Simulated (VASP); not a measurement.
# Li7Nb8O24 (a cell with a defect) in VASP: single point with PBEsol

Aim: the single point of Li7Nb8O24 (a cell with a defect) with PBEsol.

All numbers are computed with VASP 6.6.1; they aren't measurements. Logs are shortened: lines on timing, memory, paths and dates and some standing lists are left out, and cuts for length are marked.

### 1 The cell of the first run

The cell holds a defect, 39 atoms: a = 7.609 Å, b = 7.609 Å, c = 7.609 Å, α = 86.28°, β = 86.28°, γ = 86.28°.

### 2 Single point, PBEsol

File INCAR:

```
ALGO     = Normal         # electronic algorithm
EDIFF    = 1E-6           # SCF threshold, eV
ENCUT    = 520            # plane-wave cutoff, eV
GGA      = PS             # functional
ISIF     = 2              # what is computed and relaxed
ISMEAR   = -1             # smearing method
LASPH    = T              # aspherical terms in the spheres
LCHARG   = T              # write CHGCAR
LELF     = T              # ELF
LREAL    = Auto         
LVHAR    = T            
LWAVE    = F              # write WAVECAR
NBANDS   = 160            # bands
NELECT   = 270.0        
NELM     = 100            # most SCF steps
PREC     = Accurate       # precision mode
SIGMA    = 0.05           # smearing width, eV
```

File KPOINTS:

```
k-points
0
Gamma
  2 2 2
```

File POSCAR:

```
Li7Nb8O24
1.0
   -5.2028130000     -3.0038450000      4.6691290000
    5.2028130000     -3.0038450000      4.6691290000
    0.0000000000      6.0076910000      4.6691290000
Li Nb O
7 8 24
Direct
    0.2335734655      0.2249819593      0.2397975229
    0.7397200717      0.8321316191      0.7607246848
    0.7146042034      0.7130281329      0.0978556080
    0.2180113806      0.2568557519      0.7366436226
    0.1642234094      0.7692230510      0.1179701957
    0.2174078592      0.7287466292      0.6776815633
    0.7430916682      0.2801113535      0.2811301848
   -0.0763044505      0.0251791123     -0.0317380823
    0.4773925787      0.4843887940      0.4522939291
    0.4279849576      0.4560082597     -0.0582289259
   -0.0594221962      0.0095789384      0.4712923117
    0.4396010559     -0.0017755610      0.4922623224
   -0.0622100319      0.4966222767     -0.0823765654
   -0.0439301237      0.5448090833      0.4279452386
    0.4389924963     -0.0229114776     -0.0024064341
    0.4844222841      0.4195535294      0.2096151795
    0.1947951615      0.5349573007      0.3667903833
    0.3453265812      0.2357896826      0.5096439187
    0.7120156841      0.4611321716      0.5047453873
    0.3911206285      0.5447298395      0.6916051024
    0.4408184394      0.7268944525      0.4330995938
    0.0121177928      0.9546848234      0.2402961811
    0.6839399670      0.0467269825      0.4033347026
    0.8880945880      0.7608749474      0.5589583243
    0.1725381045      0.9455622359      0.5427875896
    0.9138576872      0.0742734084      0.7340744807
   -0.0309563741      0.2706689198      0.4184401847
    0.0421749049      0.4590455477      0.7004169406
    0.6756641590      0.5468492275      0.8883514022
    0.8690898004      0.2484639966      0.0515935965
    0.1823827288      0.4548122780     -0.0108469235
    0.8687226171      0.5761885591      0.2025052906
   -0.0196641717      0.7486894093      0.9365959093
    0.4859188152      0.9188384685      0.7244835233
    0.1943876194      0.0270935037      0.9243642798
    0.4029876147      0.7507418007      0.0054803644
    0.6881438578      0.9489835228      0.0432074314
    0.3949363142      0.0336894271      0.2133141152
    0.4885176958      0.2317527496      0.9182364366
```

Potentials or basis: VASP PAW PBE potentials, release 64 (Li_sv, Nb_sv, O).

Started as:

```console
> cat potpaw_PBE.64/Li_sv/POTCAR potpaw_PBE.64/Nb_sv/POTCAR potpaw_PBE.64/O/POTCAR > POTCAR
> mpirun -np 1 vasp_std > vasp.out
```

OUTCAR:

```text
EDIFF = 1E-6
   ENCUT = 520
   GGA = PS
   ISIF = 2
   ISMEAR = -1
   LASPH = T
   LREAL = Auto
   NELECT = 270.0
   NELM = 100
   PREC = Accurate

 ion  position               nearest neighbor table
   1  0.234  0.225  0.240-  38 1.85  18 2.28
   2  0.740  0.832  0.761-  24 1.93  34 2.03   8 2.73
   3  0.715  0.713  0.098-  32 1.72  37 1.82  29 2.14  13 2.67
   4  0.218  0.257  0.737-  18 1.94  28 1.99  35 2.19
   5  0.164  0.769  0.118-  36 1.96  22 2.00  33 2.05  15 2.78   8 2.82
   6  0.217  0.729  0.678-  20 1.86  25 1.91
   7  0.743  0.280  0.281-  30 1.96  23 2.01  27 2.06  19 2.25  16 2.26   9 2.78
   8  0.924  0.025  0.968-  26 1.80  30 1.86  37 1.96  35 2.07  33 2.15  22 2.24   2 2.73   5 2.82

   9  0.477  0.484  0.452-  21 1.85  19 1.85  16 1.94  20 1.97  18 2.20  17 2.29   7 2.78
  10  0.428  0.456  0.942-  39 1.76  31 1.88  20 2.01  29 2.06  16 2.11  36 2.32
  11  0.941  0.010  0.471-  22 1.87  25 1.90  24 2.02  27 2.02  23 2.05  26 2.08
  12  0.440  0.998  0.492-  34 1.88  18 1.91  23 1.99  25 2.10  21 2.14  38 2.17
  13  0.938  0.497  0.918-  28 1.82  31 1.97  33 1.98  29 2.03  30 2.16  32 2.31   3 2.67
  14  0.956  0.545  0.428-  17 1.84  32 1.87  24 2.00  19 2.04  27 2.09  28 2.26
  15  0.439  0.977  0.998-  38 1.73  36 1.76  37 1.95  35 1.98  39 2.04  34 2.16   5 2.78
  16  0.484  0.420  0.210-   9 1.94  10 2.11   7 2.26
  17  0.195  0.535  0.367-  14 1.84   9 2.29
  18  0.345  0.236  0.510-  12 1.91   4 1.94   9 2.20   1 2.28
  19  0.712  0.461  0.505-   9 1.85  14 2.04   7 2.25
  20  0.391  0.545  0.692-   6 1.86   9 1.97  10 2.01
  21  0.441  0.727  0.433-   9 1.85  12 2.14
  22  0.012  0.955  0.240-  11 1.87   5 2.00   8 2.24
  23  0.684  0.047  0.403-  12 1.99   7 2.01  11 2.05
  24  0.888  0.761  0.559-   2 1.93  14 2.00  11 2.02
  25  0.173  0.946  0.543-  11 1.90   6 1.91  12 2.10
  26  0.914  0.074  0.734-   8 1.80  11 2.08
  27  0.969  0.271  0.418-  11 2.02   7 2.06  14 2.09
  28  0.042  0.459  0.700-  13 1.82   4 1.99  14 2.26
  29  0.676  0.547  0.888-  13 2.03  10 2.06   3 2.14
  30  0.869  0.248  0.052-   8 1.86   7 1.96  13 2.16
  31  0.182  0.455  0.989-  10 1.88  13 1.97
  32  0.869  0.576  0.203-   3 1.72  14 1.87  13 2.31
  33  0.980  0.749  0.937-  13 1.98   5 2.05   8 2.15
  34  0.486  0.919  0.724-  12 1.88   2 2.03  15 2.16
  35  0.194  0.027  0.924-  15 1.98   8 2.07   4 2.19
  36  0.403  0.751  0.005-  15 1.76   5 1.96  10 2.32
  37  0.688  0.949  0.043-   3 1.82  15 1.95   8 1.96
  38  0.395  0.034  0.213-  15 1.73   1 1.85  12 2.17
  39  0.489  0.232  0.918-  10 1.76  15 2.04

  LATTYP: Found a trigonal (rhomboedric) cell.
 ALAT       =     7.6087524283
 COS(alpha) =     0.0648537807

  Lattice vectors:

 A1 = (  -5.2028130000,  -3.0038450000,   4.6691290000)
 A2 = (   5.2028130000,  -3.0038450000,   4.6691290000)
 A3 = (   0.0000000000,   6.0076910000,   4.6691290000)

Analysis of symmetry for initial positions (statically):
=====================================================================
 Subroutine PRICEL returns:
 Original cell was already a primitive cell.

 Routine SETGRP: Setting up the symmetry group for a
 trigonal (rhombohedral) supercell.

 Subroutine GETGRP returns: Found  1 space group operations
 (whereof  1 operations were pure point group operations)
 out of a pool of 12 trial point group operations.

The static configuration has the point symmetry C_1 .

Analysis of symmetry for dynamics (positions and initial velocities):
=====================================================================
 Subroutine PRICEL returns:
 Original cell was already a primitive cell.

 Routine SETGRP: Setting up the symmetry group for a
 trigonal (rhombohedral) supercell.

 Subroutine GETGRP returns: Found  1 space group operations
 (whereof  1 operations were pure point group operations)
 out of a pool of 12 trial point group operations.

The dynamic configuration has the point symmetry C_1 .

 Subroutine INISYM returns: Found  1 space group operations
 (whereof  1 operations are pure point group operations),
 and found     1 'primitive' translations

----------------------------------------------------------------------------------------

                                     Primitive cell

  volume of cell :     437.8274

[... 89 lines left out ...]
                39          39

----------------------------------------------------------------------------------------

 KPOINTS: k-points

Automatic generation of k-mesh.
 Grid dimensions read from file:
 generate k-points for:    2    2    2

 Generating k-lattice:

  Cartesian coordinates                     Fractional coordinates (reciprocal lattice)
    -0.048050929 -0.027742218  0.035695453     0.500000000 -0.000000000  0.000000000
     0.048050929 -0.027742218  0.035695453    -0.000000000  0.500000000  0.000000000
     0.000000000  0.055484437  0.035695447     0.000000000  0.000000000  0.500000000

  Length of vectors
     0.065974903  0.065974903  0.065974902

  Shift w.r.t. Gamma in fractional coordinates (k-lattice)
     0.000000000  0.000000000  0.000000000

 Subroutine IBZKPT returns following result:
 ===========================================

 Found      8 irreducible k-points:

 Following reciprocal coordinates:
            Coordinates               Weight
  0.000000  0.000000  0.000000      1.000000
  0.500000 -0.000000  0.000000      1.000000
 -0.000000  0.500000  0.000000      1.000000
  0.000000  0.000000  0.500000      1.000000
  0.500000  0.500000  0.000000      1.000000
  0.500000 -0.000000  0.500000      1.000000
 -0.000000  0.500000  0.500000      1.000000
  0.500000  0.500000  0.500000      1.000000
   k-points           NKPTS =      8   k-points in BZ     NKDIM =      8   number of bands    NBANDS=    160
   number of dos      NEDOS =    301   number of ions     NIONS =     39
   total plane-waves  NPLWV = 216000
   dimension x,y,z NGX =    60 NGY =   60 NGZ =   60
   dimension x,y,z NGXF=   120 NGYF=  120 NGZF=  120
   ions per type =               7   8  24
   NGX,Y,Z   is equivalent  to a cutoff of  13.11, 13.11, 13.11 a.u.
   NGXF,Y,Z  is equivalent  to a cutoff of  26.22, 26.22, 26.22 a.u.
 SYSTEM =  unknown system
   PREC   = accura    normal or accurate (medium, high low for compatibility)
   ISTART =      0    job   : 0-new  1-cont  2-samecut
   ICHARG =      2    charge: 1-file 2-atom 10-const
   ISPIN  =      1    spin polarized calculation?
   LNONCOLLINEAR =      F non collinear calculations
   LSORBIT =      F    spin-orbit coupling
   LASPH  =      T    aspherical Exc in radial PAW
   ENCUT  =  520.0 eV  38.22 Ry    6.18 a.u.  14.15 14.15 14.15*2*pi/ulx,y,z
   NELM   =    100;   NELMIN=  2; NELMDL= -5     # of ELM steps
   EDIFF  = 0.1E-05   stopping-criterion for ELM
   LREAL  =      T    real-space projection
   EDIFFG = 0.1E-04   stopping-criterion for IOM
   NSW    =      0    number of steps for IOM
   IBRION =     -1    ionic relax: 0-MD 1-quasi-New 2-CG
   NFREE  =      0    steps in history (QN), initial steepest desc. (CG)
   ISIF   =      2    stress and relaxation
   ISYM   =      2    0-nonsym 1-usesym 2-fastsym
   POTIM  = 0.5000    time-step for ionic-motion
   TEBEG  =    0.0;   TEEND  =   0.0 temperature during run
   PSTRESS=    0.0 pullay stress
   NELECT =     270.0000    total number of electrons
   NUPDOWN=      -1.0000    fix difference up-down
   EMIN   =  10.00;   EMAX   =-10.00  energy-range for DOS
   EFERMI =   0.00;   METHOD = LEGACY
   ISMEAR =    -1;   SIGMA  =   0.05  broadening in eV -4-tet -1-fermi 0-gaus
   EFERMI_NEDOS =   21; number of points for ismear=-14 and -15
   IALGO  =     38    algorithm
   IMIX   =      4    mixing-type and parameters
     AMIX     =   0.40;   BMIX     =  1.00
     AMIX_MAG =   1.60;   BMIX_MAG =  1.00
  volume/ion in A,a.u.               =      11.23        75.76
  Fermi-wavevector in a.u.,A,eV,Ry     =   1.393462  2.633261 26.418925  1.941736
  Thomas-Fermi vector in A             =   2.517106
   LORBIT       =      0    0 simple, 1 ext, 2 COOP (PROOUT), +10 PAW based schemes
   GGA     = PS    functional components
   LHFCALC =     F    Hartree Fock is set to
   AEXX    =    0.0000 exact exchange contribution
   IVDW    =     0    specifies the selected vdW correction
   LEPSILON=     F    determine dielectric tensor
   LRPA    =     F    only Hartree local field effects (RPA)
 non-spin polarized calculation
  energy-cutoff  :      520.00
  volume of cell :      437.83
 maximum number of plane-waves:     11822
 NGX is ok and might be reduce to    60
   NGX = 29   NGY = 29   NGZ = 29

 number of electron     270.0000012 magnetization

 Free energy of the ion-electron system (eV)
  ---------------------------------------------------
  ext. energy  EPLUGINS =         0.00000000
  ---------------------------------------------------
  free energy    TOTEN  =      -317.02859473 eV

  energy without entropy =     -317.02859473  energy(sigma->0) =     -317.02859473

 E-fermi :   4.8367     XC(G=0): -10.7796

 val. band max:        3.7596415509   @ k =   0.0000   0.0000   0.0000
 cond. band min:       5.9255307437   @ k =   0.0000   0.0000   0.0000
 fundamental gap:      2.1658891928
 Fermi energy:         4.8366975221

 k-point     1 :       0.0000    0.0000    0.0000
  band No.  band energies     occupation
      1     -51.4842      2.00000
      2     -51.1751      2.00000
      3     -51.1445      2.00000
      4     -51.1433      2.00000
      5     -50.8623      2.00000
      6     -50.7280      2.00000
[... 1189 lines left out ...]
    146       7.5014      0.00000
    147       7.6602      0.00000
 [bands above 147 left out]

------------------------ aborting loop because EDIFF is reached ----------------------------------------

  FORCE on cell =-STRESS in cart. coord.  units (eV):
  Direction    XX          YY          ZZ          XY          YZ          ZX
  --------------------------------------------------------------------------------------
  -------------------------------------------------------------------------------------
  Total       14.6196755     17.6433314      3.2836543      2.2453509      5.3021244      2.3250568
  in kB       53.4989686     64.5636784     12.0161435      8.2165955     19.4024954      8.5082696
  external PRESSURE =      43.3595968 kB  Pullay stress =       0.0000000 kB

 VOLUME and BASIS-vectors are now :
 -----------------------------------------------------------------------------
  energy-cutoff  :      520.00
  volume of cell :      437.83
      direct lattice vectors                 reciprocal lattice vectors
    -5.202813000 -3.003845000  4.669129000    -0.096101859 -0.055484437  0.071390906
     5.202813000 -3.003845000  4.669129000     0.096101859 -0.055484437  0.071390906
     0.000000000  6.007691000  4.669129000     0.000000000  0.110968874  0.071390895

 POSITION                                       TOTAL-FORCE (eV/Angst)
 -----------------------------------------------------------------------------------
     -0.04470      0.06320      3.26070         0.978156      0.374725      0.458177
      0.48080     -0.15140     10.89110        -0.173233      0.190233     -0.839313
     -0.00820     -3.70050      7.12270         0.791880      0.432470     -0.553428
      0.20210      2.99910      5.65670        -0.050977     -0.043805     -0.526569
      3.14770     -2.09520      4.90920        -0.189246      0.544357     -0.117896
      2.66040      1.22920      7.58190         0.294836      0.014581     -0.012595
[... 31 lines left out ...]
     -1.87950     -0.00600      2.99730         1.645392      4.044408      2.794631
     -1.33590      3.35290      7.65040        -0.754179     -0.748327     -1.253449
 -----------------------------------------------------------------------------------
    total drift:                               -0.009340     -0.015406     -0.001234

  FREE ENERGIE OF THE ION-ELECTRON SYSTEM (eV)
  ---------------------------------------------------
  free  energy   TOTEN  =      -317.0285947287 eV

  energy  without entropy=     -317.0285947283  energy(sigma->0) =     -317.02859473
```

Wall time 19 min (1 thread of Intel Xeon Platinum 8175M at 2.50GHz (Skylake/Cascade Lake), shared host); peak memory 0.71 GiB.

Results:

| Item | Value |
| --- | --- |
| Free energy | -317.0286 eV |
| Largest force | 5.184 eV/Å |

Forces in eV/Å, atoms in the order of the input:
```
Li   0.978  0.375  0.458
Li  -0.173  0.190 -0.839
Li   0.792  0.432 -0.553
Li  -0.051 -0.044 -0.527
Li  -0.189  0.544 -0.118
Li   0.295  0.015 -0.013
Li  -0.062 -0.325 -0.011
Nb  -1.712  0.600  1.982
Nb   2.007  0.061 -0.467
Nb   1.213 -2.189  3.665
Nb   0.126 -2.009  0.560
Nb  -0.974  0.556 -0.473
Nb   1.912  1.288  0.142
Nb  -1.187  0.099 -0.508
Nb   0.808 -3.359 -2.273
O   -0.428 -0.852 -0.102
O    1.162  0.603 -0.079
O   -0.949 -0.401  0.887
O    0.615  0.734 -1.150
O   -1.022  3.217  0.102
O    0.260 -2.042  0.963
O    0.031 -0.543 -0.814
O    0.666  1.278  0.080
O   -0.119 -0.387 -0.540
O   -0.756 -0.951  0.842
O    0.914  0.301 -1.254
O   -1.051  0.214 -0.693
O    0.608  0.308 -0.719
O   -1.457 -0.330  1.573
O    0.755 -1.727  0.910
O   -0.613  1.126  0.107
O   -1.254  0.572  0.431
O    0.168 -0.354 -1.173
O    0.047 -2.063  0.187
O    1.606  0.390  0.094
O   -2.451  2.732 -2.310
O   -1.405 -1.355  0.091
O    1.645  4.044  2.795
O   -0.754 -0.748 -1.253
```

Caveat: the cell carries a net charge on a neutralising background, which shifts energy and pressure; the cell is charged against a uniform background, so pressure and absolute levels hang on convention; the cutoff is under 1.25 times the usual one of these potentials, so pressure, stress and relaxed cells hold a basis-set (Pulay) error; the atoms stand as in a frame of molecular dynamics; the PAW data sets were made with another functional, which shifts forces and pressure a little.
